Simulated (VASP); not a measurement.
A run of VASP 6.6.1:

File INCAR:

```
PREC     = Accurate       # precision mode
ENCUT    = 520            # plane-wave cutoff, eV
EDIFF    = 1E-6           # SCF threshold, eV
ISMEAR   = 0              # smearing method
SIGMA    = 0.15           # smearing width, eV
LREAL    = F              # projectors in reciprocal space
LASPH    = T              # aspherical terms in the spheres
NELM     = 80             # most SCF steps
ALGO     = Normal         # electronic algorithm
ISIF     = 2              # what is computed and relaxed
LWAVE    = F              # write WAVECAR
LCHARG   = F              # write CHGCAR
NBANDS   = 8              # bands
```

KPOINTS

```
regular mesh
0
Gamma
  22 22 22
```

File POSCAR:

```
Al
1.0
   -1.4391822556      1.4391822556      1.8008487565
    1.4391822556     -1.4391822556      1.8008487565
    1.4391822556      1.4391822556     -1.8008487565
Al
1
Direct
    0.0000000000      0.0000000000      0.0000000000
```

Potentials or basis: VASP PAW LDA potentials, release 64 (Al).

The run is started by

```console
$ cat potpaw_LDA.64/Al/POTCAR > POTCAR
$ mpirun -np 1 vasp_std > vasp.out
```

Hardware: 1 thread of Intel(R) Xeon(R) Platinum 8488C (Sapphire Rapids), on a shared host.

Task: Estimate the wall time of this run.

Result: Run time: 50 s on 1 thread of Intel(R) Xeon(R) Platinum 8488C (Sapphire Rapids), with other jobs on the host, peak memory 0.18 GiB. Counts: scf iterations 9, k points 834.
